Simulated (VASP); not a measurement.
Runs of VASP 6.6.1 on MoS2. The structure is that of space group P-3m1 (No. 164), or close to it. The cells are those of the table. 

| cell | gap on the mesh (eV) | pressure (GPa) | largest force (eV/Å) |
| --- | --- | --- | --- |
| a = 3.141, b = 3.141, c = 14.079 Å, angles 90.0, 90.0, 60.0°, 6 atoms | 1.37 | -0.1 | 0.02 |
| a = 3.141, b = 3.141, c = 13.329 Å, angles 90.0, 90.0, 60.0°, 6 atoms | 1.27 | -0.1 | 0.02 |
| a = 3.141, b = 3.141, c = 12.279 Å, angles 90.0, 90.0, 60.0°, 6 atoms | 0.87 | 0.3 | (a) |
| a = 3.141, b = 3.141, c = 12.829 Å, angles 90.0, 90.0, 60.0°, 6 atoms | 1.14 | -0.1 | 0.01 |
| a = 3.141, b = 3.141, c = 13.579 Å, angles 90.0, 90.0, 60.0°, 6 atoms | (c) | -0.1 | 0.02 |
| a = 3.141, b = 3.141, c = 13.079 Å, angles 90.0, 90.0, 60.0°, 6 atoms | (b) | -0.1 | 0.02 |
| a = 3.141, b = 3.141, c = 14.579 Å, angles 90.0, 90.0, 60.0°, 6 atoms | 1.41 | -0.1 | 0.02 |

Alike in all rows: task single point; level PBEsol; potentials or basis VASP PAW PBE potentials, release 64 (Mo_sv, S); no spin polarisation; k mesh 10 × 10 × 2; cutoff (eV) 520; smearing gaussian 0.05 eV.

Task: Fill in the values left out.

Result: (a) 0.07; (b) 1.21; (c) 1.32.

Caveats: the PAW data sets were made with another functional, which shifts forces and pressure a little; this functional lacks dispersion, which binds the layers, so the pressure and a relaxed spacing across them are unreliable.

A k mesh can miss the band edges, and the runs leave out spin-orbit coupling on Mo.
